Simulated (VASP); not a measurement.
Write the native input for VASP 6.6.1 that does the following.

- Task: single point
- Functional: r2SCAN
- Potentials or basis: VASP PAW PBE potentials, release 64 (Cs_sv, Cl)
- Cutoff: 550 eV
- k mesh: 6 × 6 × 6
- Occupations: gaussian, width 0.02 eV
- Spin: no spin polarisation
- Dipole correction: no
- Further INCAR settings: ALGO = Normal; EDIFF = 1e-06; NBANDS = 15

CsCl:

```
Cs Cl
1.0
     4.09835    0.00000    0.00000
     0.00000    4.09835    0.00000
     0.00000    0.00000    4.09835
Cs Cl
1 1
Direct
  0.00000 0.00000 0.00000
  0.50000 0.50000 0.50000
```

The input as run:

POSCAR

```
CsCl
1.0
    4.0983534364      0.0000000000      0.0000000000
    0.0000000000      4.0983534364      0.0000000000
    0.0000000000      0.0000000000      4.0983534364
Cs Cl
1 1
Direct
    0.0000000000      0.0000000000      0.0000000000
    0.5000000000      0.5000000000      0.5000000000
```

INCAR.step1

```
SYSTEM = CsCl
PREC = Accurate
ENCUT = 550
ISMEAR = 0
SIGMA = 0.02
LREAL = .FALSE.
LASPH = .TRUE.
NELM = 120
NBANDS = 15
GGA = PE
ALGO = Normal
EDIFF = 1E-5
LWAVE = .TRUE.
LCHARG = .FALSE.
GGA_COMPAT = .FALSE.
```

INCAR.step2

```
SYSTEM = CsCl
PREC = Accurate
ENCUT = 550
EDIFF = 1E-6
ISMEAR = 0
SIGMA = 0.02
LREAL = .FALSE.
LASPH = .TRUE.
NELM = 120
ALGO = Normal
ISIF = 2
LWAVE = .FALSE.
LCHARG = .FALSE.
METAGGA = R2SCAN
LMIXTAU = .TRUE.
NBANDS = 15
ISTART = 1
GGA_COMPAT = .FALSE.
```

KPOINTS

```
regular mesh
0
G
  6 6 6
  0 0 0
```

Potentials or basis: VASP PAW PBE potentials, release 64 (Cs_sv, Cl).

The run is started by

```sh
$ cat potpaw_PBE.64/Cs_sv/POTCAR potpaw_PBE.64/Cl/POTCAR > POTCAR
$ cp INCAR.step1 INCAR
$ mpirun -np 1 vasp_std > vasp.out
$ cp INCAR.step2 INCAR
$ mpirun -np 1 vasp_std > vasp.out
```

Results of the run:

```yaml
Pressure: 0.7 GPa
Band_gap_on_the_k_mesh: 5.88 eV
```

Caveat: the PAW data sets were made with another functional, which shifts forces and pressure a little; spin-orbit coupling is left out, which moves the levels of the heavy elements.

It took 74 s on 1 thread of Intel Xeon 8259CL, with other jobs on the host, peak memory 0.19 GiB.
